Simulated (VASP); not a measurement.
Here is a VASP 6.6.1 calculation.

The input INCAR:

```
PREC     = Accurate       # precision mode
ENCUT    = 600            # plane-wave cutoff, eV
EDIFF    = 1E-6           # SCF threshold, eV
ISMEAR   = 0              # smearing method
SIGMA    = 0.1            # smearing width, eV
LREAL    = False          # projectors in reciprocal space
LASPH    = True           # aspherical terms in the spheres
NELM     = 60             # most SCF steps
ALGO     = Normal         # electronic algorithm
ISIF     = 3              # what is computed and relaxed
LWAVE    = False          # write WAVECAR
LCHARG   = False          # write CHGCAR
GGA      = CA             # functional
IBRION   = 2              # ionic algorithm
NSW      = 100            # ionic steps
EDIFFG   = -0.005         # ionic threshold
```

KPOINTS

```
Automatic mesh
0
Gamma
  18 18 6
```

Contents of POSCAR:

```
C
1.0
    2.4561701622      0.0000000000      0.0000000000
   -1.2280850811      2.1271057565      0.0000000000
    0.0000000000      0.0000000000      8.5238033600
C
2
Direct
    0.3333333300      0.6666666700      0.0000000000
    0.6666666700      0.3333333300      0.0000000000
```

Potentials or basis: VASP PAW LDA potentials, release 64 (C).

Command:

```bash
$ cat potpaw_LDA.64/C/POTCAR > POTCAR
$ mpirun -np 1 vasp_std > vasp.out
```

Problem. Estimate the band gap on the k mesh.

Solution. Zero (band 4 reaches 4.61 eV, above the bottom of band 5 at 3.68 eV).

Problem. What does it give for the space group after relaxing (to 0.05 Å)?

Solution. P6/mmm (No. 191).

Final structure:
```
CELL_PARAMETERS angstrom
2.44580 0.00000 0.00000
-1.22290 2.11812 0.00000
0.00000 0.00000 3.58463
ATOMIC_POSITIONS crystal
C 0.33333 0.66667 0.00000
C 0.66667 0.33333 0.00000
```
